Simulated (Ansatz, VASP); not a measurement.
One calculation of WS2, two programs

The input INCAR:

```
SYSTEM = WS2
  PREC = Accurate
  ENCUT = 520
  EDIFF = 1E-6
  ISMEAR = 0
  SIGMA = 0.05
  LREAL = .False.
  LASPH = .True.
  NELM = 100
  ALGO = Normal
  ISIF = 2
  LWAVE = .False.
  LCHARG = .False.
  GGA = PE
  IVDW = 12
  NBANDS = 20
```

KPOINTS

```
Automatic mesh
0
Gamma
  12 12 2
  0 0 0
```

Contents of POSCAR:

```
WS2
1.0
    3.1598870889      0.0000000000      0.0000000000
   -1.5799435444      2.7365424921      0.0000000000
    0.0000000000      0.0000000000     16.9398492058
W S
1 2
Direct
    0.3333333333      0.6666666667      0.0020589413
    0.6419822404      0.3333333333      0.9010616818
    0.6913510930      0.3333333333      0.0871318376
```

Input for Ansatz:

```yaml
crystal:
  lattice:
    - [3.1598870889, 0.0, 0.0]
    - [-1.5799435444, 2.7365424921, 0.0]
    - [0.0, 0.0, 16.9398492058]
  atoms:
    - { symbol: W, position: [0.3333333333, 0.6666666667, 0.0020589413] }
    - { symbol: S, position: [0.6419822404, 0.3333333333, 0.9010616818] }
    - { symbol: S, position: [0.691351093, 0.3333333333, 0.0871318376] }
basis:
  ecutwfc: 420
kpoints:
  mp_grid: { grid: [12, 12, 2] }
hamiltonian:
  xc: pbe
  pseudopotentials: { kind: paw, azcp: { folder: soft_1 } }
  dispersion: d3bj
scf:
  occupations: { method: gaussian, width: 0.05 }
output:
  forces: true
  stress: true
  eigenvalues: true
```

Change from the starting cell: mode 4 frozen in at -0.078 Å and mode 9 at -0.100 Å (largest displacements).

Alike in both runs: task single point; functional PBE; dispersion D3(BJ); k mesh 12 × 12 × 2; occupations gaussian, width 0.05 eV; no spin polarisation.

|  | VASP | Ansatz |
| --- | --- | --- |
| version | VASP 6.6.1 | Ansatz 0.2.0 |
| potentials or method | VASP PAW PBE potentials, release 64 (W_sv, S), cutoff 520 eV | scalar-relativistic, plane waves, PAW |
| valence electrons in the cell | 26 | 26 |

```tsv
	VASP	Ansatz	Ansatz less VASP
gap on the k mesh at the Fermi level (eV)	1.66	1.65	-0.009
least direct gap on the mesh (eV)	1.91	1.90	-0.003
rms of the force components (eV/Å)	1.857	1.858	+0.0009
```

Atom by atom the forces differ by 0.002 eV/Å (rms over components).

Neither program's run includes spin-orbit coupling.
